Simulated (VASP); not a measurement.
Wanted: the native input for a VASP 6.6.1 run.

```yaml
Task: single point
Functional: PBE
Potentials_or_basis: VASP PAW PBE potentials, release 64 (Al, N)
Cutoff: 520 eV
k_mesh: 9 × 9 × 6
Occupations: gaussian, width 0.05 eV
Spin: no spin polarisation
Dipole_correction: no
Further_INCAR_settings: ALGO = Normal; EDIFF = 1e-06; NBANDS = 16
```

The structure of AlN lies in POSCAR:

```
AlN
1.0
    3.3409812192      0.0000000000      0.0000000000
   -1.6704906096      2.8933746094      0.0000000000
    0.0000000000      0.0000000000      4.2223472407
Al N
2 2
Direct
    0.3333333333      0.6666666667      0.7729095315
    0.6666666667      0.3333333333      0.2729095315
    0.3333333333      0.6666666667      0.2058696077
    0.6666666667      0.3333333333      0.7058696077
```

The input as run:

INCAR

```
PREC = Accurate ; ENCUT = 520
EDIFF = 1E-6 ; ISMEAR = 0
SIGMA = 0.05 ; LREAL = False
LASPH = True ; NELM = 60
ALGO = Normal ; ISIF = 2
LWAVE = False ; LCHARG = False
GGA = PE ; NBANDS = 16
```

KPOINTS

```
Automatic mesh
0
Gamma
  9 9 6
```

Potentials or basis: VASP PAW PBE potentials, release 64 (Al, N).

The run is started by

```bash
$ cat potpaw_PBE.64/Al/POTCAR potpaw_PBE.64/N/POTCAR > POTCAR
$ mpirun -np 1 vasp_std > vasp.out
```

It gave:

```json
{
  "Pressure": "2.0 GPa",
  "Largest force": "1.341 eV/Å",
  "Band gap on the k mesh": "3.41 eV, direct"
}
```

Caveat: forces of over 1 eV/Å act on the atoms, so gaps and moduli don't describe the material at rest.

It took 24 s on 1 thread of Intel(R) Xeon(R) Platinum 8259CL CPU @ 2.50GHz (Skylake/Cascade Lake), with other jobs on the host, peak memory 0.17 GiB.
